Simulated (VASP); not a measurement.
Here is a VASP 6.6.1 calculation.

The input INCAR:

```
PREC = Accurate
ENCUT = 520
EDIFF = 1E-6
ISMEAR = 1
SIGMA = 0.05
LREAL = False
LASPH = True
NELM = 80
ALGO = Normal
ISIF = 2
LWAVE = False
LCHARG = False
GGA = PS
NBANDS = 38
```

Contents of KPOINTS:

```
Automatic mesh
0
Gamma
  4 4 4
```

Contents of POSCAR:

```
LaBRh3
1.0
    4.2420000000      0.0000000000      0.0000000000
    0.0000000000      4.2420000000      0.0000000000
    0.0000000000      0.0000000000      4.2420000000
La B Rh
1 1 3
Direct
    0.0000000000      0.0000000000      0.0000000000
    0.5000000000      0.4528524281      0.5000000000
    0.0000000000      0.5000000000      0.5000000000
    0.5000000000      0.0000000000      0.5000000000
    0.5000000000      0.5000000000      0.0000000000
```

Potentials or basis: VASP PAW PBE potentials, release 64 (La, B, Rh_pv).

The run is started by

```sh
$ cat potpaw_PBE.64/La/POTCAR potpaw_PBE.64/B/POTCAR potpaw_PBE.64/Rh_pv/POTCAR > POTCAR
$ mpirun -np 1 vasp_std > vasp.out
```

Task: What does it give for the largest force?

Result: 2.138 eV/Å.

Task: Estimate the pressure.

Result: -0.9 GPa.

Stress tensor (GPa, compression positive):
```
-2.25  0.00  0.00
 0.00  1.82  0.00
 0.00  0.00 -2.25
```

Caveat: the k points lie up to 0.37 Å⁻¹ apart; the PAW data sets were made with another functional, which shifts forces and pressure a little.
